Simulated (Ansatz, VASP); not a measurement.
# Sn: VASP beside Ansatz

File INCAR:

```
SYSTEM = Sn
  PREC = Accurate
  ENCUT = 520
  EDIFF = 1E-6
  ISMEAR = -1
  SIGMA = 0.02
  LREAL = .FALSE.
  LASPH = .TRUE.
  NELM = 100
  ALGO = Normal
  ISIF = 2
  LWAVE = .FALSE.
  LCHARG = .TRUE.
  GGA = PE
  LELF = .TRUE.
  LVHAR = .TRUE.
  NBANDS = 21
```

Contents of KPOINTS:

```
Automatic mesh
0
G
  6 6 6
  0 0 0
```

The input POSCAR:

```
Sn
1.0
    0.0000000000      3.2844880277      3.2844880277
    3.2844880277      0.0000000000      3.2844880277
    3.2844880277      3.2844880277      0.0000000000
Sn
2
Direct
    0.0000000000      0.0000000000      0.0000000000
    0.2500000000      0.2500000000      0.2500000000
```

Input for Ansatz:

```yaml
crystal:
  lattice:
    - [0.0, 3.2844880277, 3.2844880277]
    - [3.2844880277, 0.0, 3.2844880277]
    - [3.2844880277, 3.2844880277, 0.0]
  atoms:
    - { symbol: Sn, position: [0.0, 0.0, 0.0] }
    - { symbol: Sn, position: [0.25, 0.25, 0.25] }
kpoints:
  mp_grid: { grid: [6, 6, 6] }
  band_path:
    path:
      - [[0.0, 0.0, 0.0], [0.5, 4.532826460819e-35, 0.5], [0.625, 0.25, 0.625]]
      - [[0.375, 0.375, 0.75], [0.0, 0.0, 0.0], [0.5, 0.5, 0.5], [0.5, 0.25, 0.75], [0.5, 4.532826460819e-35, 0.5]]
    npoints: 10
hamiltonian:
  xc: pbe
scf:
  occupations: { method: fermi_dirac, width: 0.02 }
  n_extra_bands: 4
output:
  forces: true
  stress: true
  eigenvalues: true
```

Alike in both runs: task single point; functional PBE; k mesh 6 × 6 × 6; occupations fermi-dirac, width 0.02 eV; no spin polarisation.

|  | VASP | Ansatz |
| --- | --- | --- |
| version | VASP 6.6.1 | Ansatz 0.2.0 |
| potentials or method | VASP PAW PBE potentials, release 64 (Sn_d) | plane waves, PAW |
| plane-wave cutoff (eV) | 520 | 420 |
| valence electrons in the cell | 28 | 28 |

|  | VASP | Ansatz | Ansatz less VASP |
| --- | --- | --- | --- |
| pressure (GPa) | 1.5 | 1.6 | +0.05 |
